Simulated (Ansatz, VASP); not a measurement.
Si3N4 in VASP and in Ansatz

```xyz
14
Lattice="7.6015 0.0000 0.0000 -3.8007 6.5831 0.0000 0.0000 0.0000 2.9061" Properties=species:S:1:pos:R:3 pbc="T T T"
Si    5.1760    1.1460    0.7265
Si    1.5956    5.0556    2.1796
Si    4.0210    3.9096    0.7265
Si   -1.3753    5.4371    2.1796
Si    2.2052    1.5275    0.7265
Si   -0.2203    2.6735    2.1796
N    -1.0261    2.1717    0.7265
N     5.2076    0.1972    2.1796
N     2.4330    4.6086    0.7265
N     4.8269    4.4113    2.1796
N    -1.4069    6.3859    0.7265
N     1.3677    1.9745    2.1796
N     3.8008    2.1944    0.7265
N     0.0000    4.3887    2.1796
```

Alike in both runs: functional PBE; k mesh 4 × 4 × 10; occupations fermi-dirac, width 0.02 eV; no spin polarisation.

Ansatz relaxed the structure, and its values are those at the end. VASP's run is a single point on that final structure, the one shown.

|  | VASP | Ansatz |
| --- | --- | --- |
| version | VASP 6.6.1 | Ansatz 0.2.0 |
| potentials or method | VASP PAW PBE potentials, release 64 (Si, N) | plane-wave PAW, scalar-relativistic |
| plane-wave cutoff (eV) | 520 | 420 |
| valence electrons in the cell | 64 | 64 |

|  | VASP | Ansatz | Ansatz less VASP |
| --- | --- | --- | --- |
| gap on the k mesh at the Fermi level (eV) | 4.33 | 4.34 | +0.012 |
| pressure (GPa) | 5.4 | 5.7 | +0.29 |
| rms of the force components (eV/Å) | 0.007 | 0.007 | +0.0003 |

Ansatz's warnings: stress scf threshold loose.
